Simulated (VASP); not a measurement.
# AgBr (Fm-3m) in VASP: notebook, part 2 of 2

VASP 6.6.1. The steps go on from the part before.

### Step 3. Single point, PBE

Input file INCAR:

```
SYSTEM = AgBr
PREC = Accurate ; ENCUT = 500
EDIFF = 1E-6 ; ISMEAR = -1
SIGMA = 0.02 ; LREAL = .False.
LASPH = .True. ; NELM = 120
ALGO = Normal ; ISIF = 2
LWAVE = .False. ; LCHARG = .True.
GGA = PE ; LELF = .True.
LVHAR = .True. ; NBANDS = 16
GGA_COMPAT = .False.
```

Input file KPOINTS:

```
Automatic mesh
0
Gamma
  9 9 9
  0 0 0
```

Input file POSCAR:

```
AgBr
1.0
    0.0000000000      2.9216321887      2.9216321887
    2.9216321887      0.0000000000      2.9216321887
    2.9216321887      2.9216321887      0.0000000000
Ag Br
1 1
Direct
    0.0000000000      0.0000000000      0.0000000000
    0.5000000000      0.5000000000      0.5000000000
```

Potentials or basis: VASP PAW PBE potentials, release 64 (Ag, Br).

The run is started by

```sh
$ cat potpaw_PBE.64/Ag/POTCAR potpaw_PBE.64/Br/POTCAR > POTCAR
$ mpirun -np 1 vasp_std > vasp.out
```

OUTCAR:

```text
SYSTEM = AgBr
   PREC = Accurate
   ENCUT = 500
   EDIFF = 1E-6
   ISMEAR = -1
   LREAL = .False.
   LASPH = .True.
   NELM = 120
   ISIF = 2
   GGA = PE

 ion  position               nearest neighbor table
   1  0.000  0.000  0.000-   2 2.92   2 2.92   2 2.92   2 2.92   2 2.92   2 2.92
   2  0.500  0.500  0.500-   1 2.92   1 2.92   1 2.92   1 2.92   1 2.92   1 2.92

  LATTYP: Found a face centered cubic cell.
 ALAT       =     5.8432643774

  Lattice vectors:

 A1 = (   0.0000000000,   2.9216321887,   2.9216321887)
 A2 = (   2.9216321887,   0.0000000000,   2.9216321887)
 A3 = (   2.9216321887,   2.9216321887,   0.0000000000)

Analysis of symmetry for initial positions (statically):
=====================================================================
 Subroutine PRICEL returns:
 Original cell was already a primitive cell.

 Routine SETGRP: Setting up the symmetry group for a
 face centered cubic supercell.

 Subroutine GETGRP returns: Found 48 space group operations
 (whereof 48 operations were pure point group operations)
[... 157 lines left out ...]
  ---------------------------------------------------
  ext. energy  EPLUGINS =         0.00000000
  ---------------------------------------------------
  free energy    TOTEN  =        -5.00031514 eV

  energy without entropy =       -5.00031514  energy(sigma->0) =       -5.00031514

 E-fermi :   3.3459     XC(G=0):  -9.5905

 val. band max:        2.9440274182   @ k =   0.4444   0.0000   0.0000
 cond. band min:       3.6715600576   @ k =   0.0000   0.0000   0.0000
 fundamental gap:      0.7275326393
 Fermi energy:         3.3459072501

 k-point     1 :       0.0000    0.0000    0.0000
  band No.  band energies     occupation
      1     -11.7637      2.00000
      2       0.4018      2.00000
      3       0.4018      2.00000
      4       0.4022      2.00000
      5       0.4022      2.00000
      6       0.4022      2.00000
[... 433 lines left out ...]
      3       0.1738      2.00000
      4       0.3622      2.00000
      5       0.3622      2.00000
      6       0.5384      2.00000
[... 8 lines left out ...]
     15      17.7910      0.00000
     16      17.9437      0.00000

 [... further k-points ...]
[... 5 lines left out ...]
  --------------------------------------------------------------------------------------
  -------------------------------------------------------------------------------------
  Total       -0.0249254     -0.0249254     -0.0249254     -0.0000000      0.0000000      0.0000000
  in kB       -0.8006569     -0.8006569     -0.8006569     -0.0000000      0.0000000      0.0000000
  external PRESSURE =      -0.8006569 kB  Pullay stress =       0.0000000 kB

 VOLUME and BASIS-vectors are now :
 -----------------------------------------------------------------------------
  energy-cutoff  :      500.00
  volume of cell :       49.88
      direct lattice vectors                 reciprocal lattice vectors
     0.000000000  2.921632189  2.921632189    -0.171137216  0.171137216  0.171137216
     2.921632189  0.000000000  2.921632189     0.171137216 -0.171137216  0.171137216
     2.921632189  2.921632189  0.000000000     0.171137216  0.171137216 -0.171137216

 POSITION                                       TOTAL-FORCE (eV/Angst)
 -----------------------------------------------------------------------------------
      0.00000      0.00000      0.00000        -0.000000      0.000000     -0.000000
      2.92163      2.92163      2.92163         0.000000      0.000000      0.000000
 -----------------------------------------------------------------------------------
    total drift:                               -0.000000      0.000000      0.000000

  FREE ENERGIE OF THE ION-ELECTRON SYSTEM (eV)
  ---------------------------------------------------
  free  energy   TOTEN  =        -5.0003151442 eV

  energy  without entropy=       -5.0003151440  energy(sigma->0) =       -5.00031514
```

OSZICAR:

```text
N       E                     dE             d eps       ncg     rms          rms(c)
DAV:   1     0.917705905925E+02    0.91771E+02   -0.80541E+03  1144   0.954E+02
DAV:   2    -0.187195679021E+01   -0.93643E+02   -0.86938E+02  1384   0.206E+02
DAV:   3    -0.510453095313E+01   -0.32326E+01   -0.32273E+01  1360   0.400E+01
DAV:   4    -0.512215538177E+01   -0.17624E-01   -0.17624E-01  1448   0.317E+00
DAV:   5    -0.512232939425E+01   -0.17401E-03   -0.17401E-03  1360   0.308E-01    0.515E+00
DAV:   6    -0.500448709518E+01    0.11784E+00   -0.17923E-01  1400   0.597E+00    0.341E+00
DAV:   7    -0.500015214265E+01    0.43350E-02   -0.63175E-02  1232   0.165E+00    0.147E+00
DAV:   8    -0.500022993241E+01   -0.77790E-04   -0.43365E-03  1376   0.657E-01    0.260E-01
DAV:   9    -0.500028152162E+01   -0.51589E-04   -0.50049E-04  1360   0.247E-01    0.355E-02
DAV:  10    -0.500030838548E+01   -0.26864E-04   -0.44455E-05  1440   0.843E-02    0.225E-02
DAV:  11    -0.500031536283E+01   -0.69774E-05   -0.14244E-05  1336   0.296E-02    0.617E-03
DAV:  12    -0.500031514417E+01    0.21866E-06   -0.94486E-07   968   0.935E-03
   1 F= -.50003151E+01 E0= -.50003151E+01  d E =-.152220E-09
```

stdout:

```text
POSCAR found type information on POSCAR AgBr
 POSCAR found :  2 types and       2 ions
 scaLAPACK will be used
 LDA part: xc-table for (Slater+PW92), standard interpolation
 POSCAR, INCAR and KPOINTS ok, starting setup
 FFT: planning ... GRIDC
 FFT: planning ... GRID_SOFT
 FFT: planning ... GRID
 WAVECAR not read
 entering main loop
```

It took 11 s on 1 thread of Intel Xeon 6975P-C (Granite Rapids), shared host; peak memory 0.18 GiB.

Results:

- Free energy: -5.0003 eV
- Pressure: -0.1 GPa
- Band gap on the k mesh: 0.73 eV, indirect (least direct gap 2.43 eV)

### Step 4. Relaxation of cell and atoms, PBE

This run uses another cell than the first one, of 23.64 Å³/atom, 0.948 times its volume.

Input file INCAR:

```
SYSTEM = AgBr
PREC = Accurate
ENCUT = 500
EDIFF = 1E-7
ISMEAR = -1
SIGMA = 0.02
LREAL = .FALSE.
LASPH = .TRUE.
NELM = 120
ALGO = Normal
ISIF = 3
LWAVE = .FALSE.
LCHARG = .FALSE.
GGA = PE
IBRION = 2
NSW = 70
EDIFFG = -0.005
GGA_COMPAT = .FALSE.
NELMIN = 4
```

Input file KPOINTS:

```
Automatic mesh
0
G
  9 9 9
  0 0 0
```

Input file POSCAR:

```
AgBr
1.0
    0.0000000000      2.8701500000      2.8701500000
    2.8701500000      0.0000000000      2.8701500000
    2.8701500000      2.8701500000      0.0000000000
Ag Br
1 1
Direct
    0.0000000000      0.0000000000      0.0000000000
    0.5000000000      0.5000000000      0.5000000000
```

The run is started by

```sh
$ cat potpaw_PBE.64/Ag/POTCAR potpaw_PBE.64/Br/POTCAR > POTCAR
$ mpirun -np 1 vasp_std > vasp.out
```

Run time: 21 s. Hardware: 1 thread of Intel Xeon 6975P-C (Granite Rapids), shared host; peak memory 0.18 GiB.

The run converged. Its results:

* Free energy: -5.0001 eV
* Relaxed volume: 24.89 Å³/atom
* Relaxed cell: a = 4.129 Å, b = 4.129 Å, c = 4.129 Å, α = 60.00°, β = 60.00°, γ = 60.00°
* Space group after relaxing (to 0.05 Å): Fm-3m (No. 225)
* Energy gained by relaxing: 8.4 meV/atom
* Ionic steps: 3
* Pressure after relaxing: 0.0 GPa
* Band gap on the k mesh: 0.73 eV, indirect (least direct gap 2.44 eV)

Step by step:
| step | energy change (eV) | largest force (eV/Å) | pressure (GPa) | volume (Å³) |
| --- | --- | --- | --- | --- |
| 1 | 0.0000 | 0.0000 | 2.28 | 47.29 |
| 2 | -0.0167 | 0.0000 | 0.12 | 49.62 |
| 3 | -0.0168 | 0.0000 | 0.00 | 49.78 |

Final structure:
```
CELL_PARAMETERS angstrom
0.00000 2.91967 2.91967
2.91967 0.00000 2.91967
2.91967 2.91967 0.00000
ATOMIC_POSITIONS crystal
Ag 0.00000 0.00000 0.00000
Br 0.50000 0.50000 0.50000
```

Levels at points of the mesh, in eV from the valence-band top:
```
           k point  band 6  band 7  band 8  band 9  band 10  band 11  band 12  band 13
(0.00, 0.00, 0.00)   -2.55   -1.71   -1.71   -1.71     0.73     9.97     9.97     9.97
```

A k mesh can miss the band edges. PBE usually gives volumes a little too large and moduli too small.

### Step 5. Relaxation of cell and atoms, PBE

Input file INCAR:

```
SYSTEM = AgBr
ALGO = Normal
EDIFF = 1E-7
EDIFFG = -0.005
ENCUT = 500
GGA = PE
GGA_COMPAT = .False.
IBRION = 2
ISIF = 3
ISMEAR = -1
LASPH = .True.
LCHARG = .False.
LREAL = .False.
LWAVE = .False.
NELM = 120
NELMIN = 4
NSW = 32
PREC = Accurate
SIGMA = 0.02
```

Input file KPOINTS:

```
k-points
0
Gamma
  9 9 9
  0 0 0
```

Input file POSCAR:

```
AgBr
1.0
    0.0000000000      2.9216321887      2.9216321887
    2.9216321887      0.0000000000      2.9216321887
    2.9216321887      2.9216321887      0.0000000000
Ag Br
1 1
Direct
    0.0000000000      0.0000000000      0.0000000000
    0.5000000000      0.5000000000      0.5000000000
```

The run is started by

```sh
$ cat potpaw_PBE.64/Ag/POTCAR potpaw_PBE.64/Br/POTCAR > POTCAR
$ mpirun -np 1 vasp_std > vasp.out
```

Wall time 14 s (1 thread of Intel Xeon 6975P-C (Granite Rapids), shared host); peak memory 0.18 GiB.

It converged, with:

```
Free energy                            : -5.0003 eV
Relaxed volume                         : 24.89 Å³/atom
Relaxed cell                           : a = 4.129 Å, b = 4.129 Å, c = 4.129 Å, α = 60.00°, β = 60.00°, γ = 60.00°
Space group after relaxing (to 0.05 Å) : Fm-3m (No. 225)
Energy gained by relaxing              : 0.0 meV/atom
Ionic steps                            : 2
Pressure after relaxing                : 0.0 GPa
Band gap on the k mesh                 : 0.73 eV, indirect (least direct gap 2.44 eV)
```

Final structure:
```yaml
crystal:
  lattice:
    - [0.00000, 2.91972, 2.91972]
    - [2.91972, 0.00000, 2.91972]
    - [2.91972, 2.91972, 0.00000]
  atoms:
    - { symbol: Ag, position: [0.00000, 0.00000, 0.00000] }
    - { symbol: Br, position: [0.50000, 0.50000, 0.50000] }
```

Levels at points of the mesh, in eV from the valence-band top:
| k point | band 7 | band 8 | band 9 | band 10 | band 11 | band 12 |
| --- | --- | --- | --- | --- | --- | --- |
| (0.00, 0.00, 0.00) | -1.71 | -1.71 | -1.71 | 0.73 | 9.97 | 9.97 |

A k mesh can miss the band edges. A hybrid or GW would open this gap; PBE tends to underestimate it.

### Step 6. The runs side by side

```csv
task,cell,gap on the mesh (eV),pressure (GPa),relaxed volume (Å³/atom)
single point,"a = 4.132 Å, angles 60.0°, 2 atoms",0.73,-0.1,-
relaxation of cell and atoms,"relaxed from a = 4.059 Å, angles 60.0°, 2 atoms",0.73,0.0,24.89
relaxation of cell and atoms,"relaxed from a = 4.132 Å, angles 60.0°, 2 atoms",0.73,0.0,24.89
```

Alike in all rows: level PBE; potentials or basis VASP PAW PBE potentials, release 64 (Ag, Br); no spin polarisation; k mesh 9 × 9 × 9; cutoff (eV) 500; smearing fermi-dirac 0.02 eV.

Total energies depend on the potentials used, so only differences within one code and one set of settings carry meaning.
